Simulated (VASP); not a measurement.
# Co (Fm-3m) in VASP: notebook

The runs below take Co through single point, with PBE.

Everything below comes from runs of VASP 6.6.1. Logs are shortened: lines on timing, memory, paths and dates and some standing lists are left out, and cuts for length are marked.

**1. The cell of the first run**

Symmetry: Fm-3m, No. 225, cubic system. The conventional cell has a = 3.615 Å, b = 3.615 Å, c = 3.615 Å, α = 90.00°, β = 90.00°, γ = 90.00°. Within 3.4 Å of Co (site symmetry m-3m) lie 12 Co at 2.56 Å.

**2. Single point, PBE**

Contents of INCAR:

```
SYSTEM = Co
PREC = Accurate
ENCUT = 520
EDIFF = 1E-7
ISMEAR = -1
SIGMA = 0.05
LREAL = .False.
LASPH = .True.
NELM = 80
ALGO = Normal
ISIF = 2
LWAVE = .False.
LCHARG = .False.
GGA = PE
ISYM = 0
NBANDS = 16
```

Contents of KPOINTS:

```
Automatic mesh
0
Gamma
  11 7 9
  0 0 0
```

Contents of POSCAR:

```
Co
1.0
    0.0000000000     -1.8074000000     -1.8074000000
   -3.6148000000     -1.8074000000     -1.8074000000
    0.0000000000      1.8074000000     -1.8074000000
Co
2
Direct
    0.0000000000      0.0000000000      0.0000000000
    0.0000000000      0.5000000000      0.5000000000
```

Potentials or basis: VASP PAW PBE potentials, release 64 (Co).

The run is started by

```
$ cat potpaw_PBE.64/Co/POTCAR > POTCAR
$ mpirun -np 1 vasp_std > vasp.out
```

OUTCAR:

```text
SYSTEM = Co
   PREC = Accurate
   ENCUT = 520
   EDIFF = 1E-7
   ISMEAR = -1
   LREAL = .False.
   LASPH = .True.
   NELM = 80
   ISIF = 2
   GGA = PE
   ISYM = 0

 ion  position               nearest neighbor table
   1  0.000  0.000  0.000-   2 2.56   2 2.56   2 2.56   2 2.56   2 2.56   2 2.56   2 2.56   2 2.56

   2  0.000  0.500  0.500-   1 2.56   1 2.56   1 2.56   1 2.56   1 2.56   1 2.56   1 2.56   1 2.56

IMPORTANT INFORMATION: All symmetrisations will be switched off!
NOSYMM: (Re-)initialisation of all symmetry stuff for point group C_1.

----------------------------------------------------------------------------------------

                                     Primitive cell

  volume of cell :      23.6169

  direct lattice vectors                    reciprocal lattice vectors
     0.000000000 -1.807400000 -1.807400000     0.276640478 -0.276640478 -0.276640478
    -3.614800000 -1.807400000 -1.807400000    -0.276640478  0.000000000  0.000000000
     0.000000000  1.807400000 -1.807400000     0.000000000  0.276640478 -0.276640478

  length of vectors
     2.556049593  4.427207761  2.556049593     0.479155363  0.276640478  0.391228716

  position of ions in fractional coordinates (direct lattice)
     0.000000000  0.000000000  0.000000000
     0.000000000  0.500000000  0.500000000

  ion indices of the primitive-cell ions
   primitive index   ion index
                 1           1
                 2           2

----------------------------------------------------------------------------------------

 KPOINTS: Automatic mesh

Automatic generation of k-mesh.
 Grid dimensions read from file:
 generate k-points for:   11    7    9

 Generating k-lattice:

  Cartesian coordinates                     Fractional coordinates (reciprocal lattice)
     0.025149134 -0.025149134 -0.025149134     0.090909091  0.000000000  0.000000000
    -0.039520068  0.000000000  0.000000000     0.000000000  0.142857143  0.000000000
     0.000000000  0.030737831 -0.030737831     0.000000000  0.000000000  0.111111111

  Length of vectors
     0.043559578  0.039520068  0.043469857

  Shift w.r.t. Gamma in fractional coordinates (k-lattice)
     0.000000000  0.000000000  0.000000000

 -----------------------------------------------------------------------------
|                                                                             |
|           W    W    AA    RRRRR   N    N  II  N    N   GGGG   !!!           |
|           W    W   A  A   R    R  NN   N  II  NN   N  G    G  !!!           |
|           W    W  A    A  R    R  N N  N  II  N N  N  G       !!!           |
|           W WW W  AAAAAA  RRRRR   N  N N  II  N  N N  G  GGG   !            |
|           WW  WW  A    A  R   R   N   NN  II  N   NN  G    G                |
|           W    W  A    A  R    R  N    N  II  N    N   GGGG   !!!           |
|                                                                             |
|     Your reciprocal lattice and k-lattice belong to different lattice       |
|     classes:                                                                |
|                                                                             |
|        The reciprocal lattice is simple tetragonal,                         |
|        whereas your k-lattice is simple monoclinic.                         |
|                                                                             |
|     Results are often still useful ...                                      |
|                                                                             |
 -----------------------------------------------------------------------------

 WARNING: IBZKPT: internal override: KBLOWUP is changed to .FALSE.
      ... skipping the blow-up phase ...

 Subroutine IBZKPT returns following result:
 ===========================================

 Found    347 irreducible k-points:

 Following reciprocal coordinates:
            Coordinates               Weight
  0.000000  0.000000  0.000000      1.000000
  0.090909  0.000000  0.000000      2.000000
  0.181818  0.000000  0.000000      2.000000
  0.272727  0.000000  0.000000      2.000000
  0.363636  0.000000  0.000000      2.000000
  0.454545  0.000000  0.000000      2.000000
[... 16 lines left out ...]
  0.454545  0.285714  0.000000      2.000000
 -0.454545  0.285714  0.000000      2.000000
 [... further k-points ...]
   k-points           NKPTS =    347   k-points in BZ     NKDIM =    347   number of bands    NBANDS=     16
   number of dos      NEDOS =    301   number of ions     NIONS =      2
   total plane-waves  NPLWV =  14400
   dimension x,y,z NGX =    20 NGY =   36 NGZ =   20
   dimension x,y,z NGXF=    40 NGYF=   72 NGZF=   40
   ions per type =               2
   NGX,Y,Z   is equivalent  to a cutoff of  13.01, 13.52, 13.01 a.u.
   NGXF,Y,Z  is equivalent  to a cutoff of  26.02, 27.04, 26.02 a.u.
 SYSTEM =  Co
   PREC   = accura    normal or accurate (medium, high low for compatibility)
   ISTART =      0    job   : 0-new  1-cont  2-samecut
   ICHARG =      2    charge: 1-file 2-atom 10-const
   ISPIN  =      1    spin polarized calculation?
   LNONCOLLINEAR =      F non collinear calculations
   LSORBIT =      F    spin-orbit coupling
   LASPH  =      T    aspherical Exc in radial PAW
   ENCUT  =  520.0 eV  38.22 Ry    6.18 a.u.   4.75  8.23  4.75*2*pi/ulx,y,z
   NELM   =     80;   NELMIN=  2; NELMDL= -5     # of ELM steps
   EDIFF  = 0.1E-06   stopping-criterion for ELM
   LREAL  =      F    real-space projection
   EDIFFG = 0.1E-05   stopping-criterion for IOM
   NSW    =      0    number of steps for IOM
   IBRION =     -1    ionic relax: 0-MD 1-quasi-New 2-CG
   NFREE  =      0    steps in history (QN), initial steepest desc. (CG)
   ISIF   =      2    stress and relaxation
   ISYM   =      0    0-nonsym 1-usesym 2-fastsym
   POTIM  = 0.5000    time-step for ionic-motion
   TEBEG  =    0.0;   TEEND  =   0.0 temperature during run
   PSTRESS=    0.0 pullay stress
   NELECT =      18.0000    total number of electrons
   NUPDOWN=      -1.0000    fix difference up-down
   EMIN   =  10.00;   EMAX   =-10.00  energy-range for DOS
   EFERMI =   0.00;   METHOD = LEGACY
   ISMEAR =    -1;   SIGMA  =   0.05  broadening in eV -4-tet -1-fermi 0-gaus
   EFERMI_NEDOS =   21; number of points for ismear=-14 and -15
   IALGO  =     38    algorithm
   IMIX   =      4    mixing-type and parameters
     AMIX     =   0.40;   BMIX     =  1.00
     AMIX_MAG =   1.60;   BMIX_MAG =  1.00
  volume/ion in A,a.u.               =      11.81        79.69
  Fermi-wavevector in a.u.,A,eV,Ry     =   1.495402  2.825901 30.425731  2.236228
  Thomas-Fermi vector in A             =   2.607552
   LORBIT       =      0    0 simple, 1 ext, 2 COOP (PROOUT), +10 PAW based schemes
   GGA     = PE    functional components
   LHFCALC =     F    Hartree Fock is set to
   AEXX    =    0.0000 exact exchange contribution
   IVDW    =     0    specifies the selected vdW correction
   LEPSILON=     F    determine dielectric tensor
   LRPA    =     F    only Hartree local field effects (RPA)
 non-spin polarized calculation
  energy-cutoff  :      520.00
  volume of cell :       23.62
 maximum number of plane-waves:       657
   NGX =  9   NGY = 17   NGZ =  9

 number of electron      17.9999998 magnetization

 Free energy of the ion-electron system (eV)
  ---------------------------------------------------
  ext. energy  EPLUGINS =         0.00000000
  ---------------------------------------------------
  free energy    TOTEN  =       -13.41953910 eV

  energy without entropy =      -13.37222074  energy(sigma->0) =      -13.39587992

 E-fermi :   8.8700     XC(G=0): -12.9310

 val. band max:        8.8681320590   @ k =   0.0909  -0.1429   0.3333
 cond. band min:       8.8700235298   @ k =   0.0909   0.2857   0.1111
 fundamental gap:      0.0018914707
 Fermi energy:         8.8699666486

 k-point     1 :       0.0000    0.0000    0.0000
  band No.  band energies     occupation
      1       0.6697      2.00000
      2       4.9100      2.00000
      3       5.4805      2.00000
      4       7.3029      2.00000
      5       7.3083      2.00000
      6       7.3090      2.00000
[... 8 lines left out ...]
     15      23.3062      0.00000
     16      28.1303      0.00000

 k-point     2 :       0.0909    0.0000    0.0000
  band No.  band energies     occupation
      1       0.9769      2.00000
      2       5.0289      2.00000
      3       5.5832      2.00000
      4       7.2194      2.00000
      5       7.3763      2.00000
      6       7.3781      2.00000
[... 8 lines left out ...]
     15      23.7841      0.00000
     16      28.9744      0.00000

 k-point     3 :       0.1818    0.0000    0.0000
  band No.  band energies     occupation
      1       1.8581      2.00000
      2       5.3388      2.00000
      3       5.8563      2.00000
      4       7.0261      2.00000
      5       7.5025      2.00000
      6       7.5025      2.00000
[... 8 lines left out ...]
     15      25.1195      0.00000
     16      26.3049      0.00000

 k-point     4 :       0.2727    0.0000    0.0000
  band No.  band energies     occupation
      1       3.1397      2.00000
      2       5.4918      2.00000
      3       6.2949      2.00000
      4       6.9408      2.00000
      5       7.2181      2.00000
      6       7.4892      2.00000
[... 8 lines left out ...]
     15      23.9756      0.00000
     16      27.1008      0.00000
[... 324 lines left out ...]
 k-point    22 :       0.3636    0.2857    0.0000
  band No.  band energies     occupation
      1       3.6411      2.00000
      2       5.9326      2.00000
      3       6.2751      2.00000
      4       6.7043      2.00000
      5       6.9919      2.00000
      6       7.3706      2.00000
[... 8 lines left out ...]
     15      22.7369      0.00000
     16      25.9497      0.00000

 k-point    23 :       0.4545    0.2857    0.0000
  band No.  band energies     occupation
      1       4.7625      2.00000
      2       5.4024      2.00000
      3       6.7759      2.00000
      4       6.9096      2.00000
      5       7.0935      2.00000
      6       7.1424      2.00000
[... 8 lines left out ...]
     15      23.9308      0.00000
     16      25.7411      0.00000

 k-point    24 :      -0.4545    0.2857    0.0000
  band No.  band energies     occupation
      1       4.7298      2.00000
      2       5.1810      2.00000
      3       6.9346      2.00000
      4       7.1993      2.00000
      5       7.3571      2.00000
      6       7.4525      2.00000
[... 8 lines left out ...]
     15      26.0595      0.00000
     16      27.7796      0.00000

 [... further k-points ...]

------------------------ aborting loop because EDIFF is reached ----------------------------------------

  FORCE on cell =-STRESS in cart. coord.  units (eV):
  Direction    XX          YY          ZZ          XY          YZ          ZX
  --------------------------------------------------------------------------------------
  -------------------------------------------------------------------------------------
  Total       -3.7026286     -3.6931965     -3.6931964     -0.0004233     -0.0193076     -0.0004237
  in kB     -251.1874342   -250.5475604   -250.5475533     -0.0287169     -1.3098361     -0.0287452
  external PRESSURE =    -250.7608493 kB  Pullay stress =       0.0000000 kB

 VOLUME and BASIS-vectors are now :
 -----------------------------------------------------------------------------
  energy-cutoff  :      520.00
  volume of cell :       23.62
      direct lattice vectors                 reciprocal lattice vectors
     0.000000000 -1.807400000 -1.807400000     0.276640478 -0.276640478 -0.276640478
    -3.614800000 -1.807400000 -1.807400000    -0.276640478  0.000000000  0.000000000
     0.000000000  1.807400000 -1.807400000     0.000000000  0.276640478 -0.276640478

 POSITION                                       TOTAL-FORCE (eV/Angst)
 -----------------------------------------------------------------------------------
      0.00000      0.00000      0.00000         0.000000     -0.000000     -0.000000
     -1.80740      0.00000     -1.80740        -0.000000      0.000000      0.000000
 -----------------------------------------------------------------------------------
    total drift:                                0.000000      0.000000     -0.000000

  FREE ENERGIE OF THE ION-ELECTRON SYSTEM (eV)
  ---------------------------------------------------
  free  energy   TOTEN  =       -13.4195391042 eV

  energy  without entropy=      -13.3722207402  energy(sigma->0) =      -13.39587992
```

Run time: 2 min. Hardware: 1 thread of Intel Xeon 6975P-C, shared host; peak memory 0.23 GiB.

Results:

```yaml
Free_energy: -13.4195 eV
Pressure: -25.1 GPa
Band_gap_on_the_k_mesh: zero (band 9 reaches 9.27 eV, above the bottom of band 10 at 8.36 eV)
```

Caveat: the run has no spin polarisation, though such a crystal can be magnetic. Spin polarisation is off, so any magnetic state and its effect on volume and gap are missing.

**3. Single point, PBE, collinear spin, ferromagnetic start**

Contents of INCAR:

```
SYSTEM = Co
ALGO = Normal
EDIFF = 1E-6
ENCUT = 520
GGA = PE
ISIF = 2
ISMEAR = -1
ISPIN = 2
ISYM = 0
LASPH = .True.
LCHARG = .True.
LELF = .True.
LMAXMIX = 4
LORBIT = 11
LREAL = .False.
LVHAR = .True.
LWAVE = .False.
MAGMOM = 3 3
NBANDS = 20
NELM = 150
PREC = Accurate
SIGMA = 0.05
```

Contents of KPOINTS:

```
k-points
0
Gamma
  11 7 9
  0 0 0
```

POSCAR is that of step 2.

Potentials or basis: VASP PAW PBE potentials, release 64 (Co).

The run is started by

```
$ cat potpaw_PBE.64/Co/POTCAR > POTCAR
$ mpirun -np 1 vasp_std > vasp.out
```

It took 4.5 min on 1 thread of Intel Xeon 6975P-C, shared host; peak memory 0.33 GiB.

The run converged. Its results:

| Quantity | Value |
| --- | --- |
| Free energy | -13.9551 eV |
| Pressure | -14.4 GPa |
| Net moment | 3.36 μB per cell |
| Site moments | Co +1.72 μB |
| Valence electrons inside the program's atomic spheres | Co 8.12 |

Stress tensor (GPa, compression positive):
```
-14.29  -0.07  -0.07
 -0.07 -14.39  -0.13
 -0.07  -0.13 -14.39
```

Levels at points of the mesh, in eV from the Fermi level:
Spin up:
```csv
k point,band 9,band 10,band 11,band 12,band 13,band 14
"(0.00, 0.00, 0.00)",-1.07,-0.70,-0.70,2.35,8.70,14.02
```
Spin down:
| k point | band 6 | band 7 | band 8 | band 9 | band 10 | band 11 |
| --- | --- | --- | --- | --- | --- | --- |
| (0.00, 0.00, 0.00) | -1.02 | 0.30 | 0.30 | 1.08 | 1.14 | 1.14 |

(Part 1 of 2 ends here.)
